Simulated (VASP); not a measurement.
## MgS: single point with PBE

MgS:

```
CELL_PARAMETERS angstrom
0.00000 2.60440 2.60440
2.60440 0.00000 2.60440
2.60440 2.60440 0.00000
ATOMIC_POSITIONS crystal
Mg 0.99109 0.99035 0.00796
S 0.50676 0.50731 0.49397
```

* Program: VASP 6.6.1
* Task: single point
* Functional: PBE
* Potentials or basis: VASP PAW PBE potentials, release 64 (Mg, S)
* Cutoff: 520 eV
* k mesh: 2 × 2 × 2
* Occupations: gaussian, width 0.1 eV
* Spin: no spin polarisation

```
Pressure               : 7.7 GPa
Largest force          : 0.177 eV/Å
Band gap on the k mesh : 2.43 eV, indirect (least direct gap 3.54 eV)
```

Forces in eV/Å, atoms in the order of the input:
```
Mg   0.015  0.008  0.176
S   -0.015 -0.008 -0.176
```

Stress tensor (GPa, compression positive):
```
7.40 0.00 0.00
0.00 7.39 0.00
0.00 0.00 8.28
```

Levels at points of the mesh, in eV from the valence-band top:
```csv
k point,band 1,band 2,band 3,band 4,band 5,band 6,band 7,band 8
"(0.00, 0.00, 0.00)",-12.67,-0.01,0.00,0.00,3.54,7.71,7.71,7.72
"(0.50, 0.00, 0.00)",-11.30,-4.99,-0.61,-0.60,4.35,6.61,6.62,9.81
"(0.00, 0.50, 0.00)",-11.30,-4.99,-0.61,-0.60,4.35,6.61,6.62,9.81
"(0.00, 0.00, 0.50)",-11.30,-4.99,-0.61,-0.60,4.35,6.61,6.62,9.81
"(0.50, 0.50, 0.50)",-11.30,-4.98,-0.61,-0.60,4.35,6.61,6.62,9.81
"(0.50, 0.50, 0.00)",-10.92,-4.32,-1.75,-1.75,2.43,4.17,11.95,12.61
"(0.00, 0.50, 0.50)",-10.92,-4.32,-1.75,-1.75,2.43,4.16,11.96,12.59
"(0.50, 0.00, 0.50)",-10.92,-4.32,-1.75,-1.75,2.43,4.16,11.96,12.59
```

Run time: 6.1 s on 1 thread of Intel(R) Xeon(R) Platinum 8559C (Emerald Rapids), on a shared host, peak memory 0.15 GiB.

Caveat: the k points lie up to 1.04 Å⁻¹ apart. A k mesh can miss the band edges.
